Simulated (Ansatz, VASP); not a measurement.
# Pb: VASP beside Ansatz

```
CELL_PARAMETERS angstrom
-0.10317 3.38742 3.38742
3.38742 -0.10317 3.38742
3.38742 3.38742 -0.10317
ATOMIC_POSITIONS crystal
Pb 0.00000 0.00000 0.00000
Pb 0.25000 0.25000 0.25000
```

Change from the starting cell: equal xy, yz and zx shear strains of -3 %, crystal datasets.

Alike in both runs: task electric field gradients; functional PBE; k mesh 8 × 8 × 8; occupations fermi-dirac, width 0.05 eV; no spin polarisation.

```csv
,VASP,Ansatz
version,VASP 6.6.1,Ansatz 0.2.0
potentials or method,"VASP PAW PBE potentials, release 64 (Pb_d), cutoff 520 eV","all-electron PAW with datasets made for the crystal, scalar-relativistic"
```

```tsv
	VASP	Ansatz	Ansatz less VASP
pressure (GPa)	2.5	2.5	+0.06
traceless stress, the component that is largest in VASP (GPa)	1.19	1.19	+0.003
rms of the force components (eV/Å)	0.260	0.261	+0.0004
size of Vzz on the site where it differs most (V/Å²)	83.6	81.8	-1.81
```

Atom by atom the forces differ by 0.000 eV/Å (rms over components). Ansatz ran all-electron here, and VASP with PAW potentials.

Neither program's run includes spin-orbit coupling.
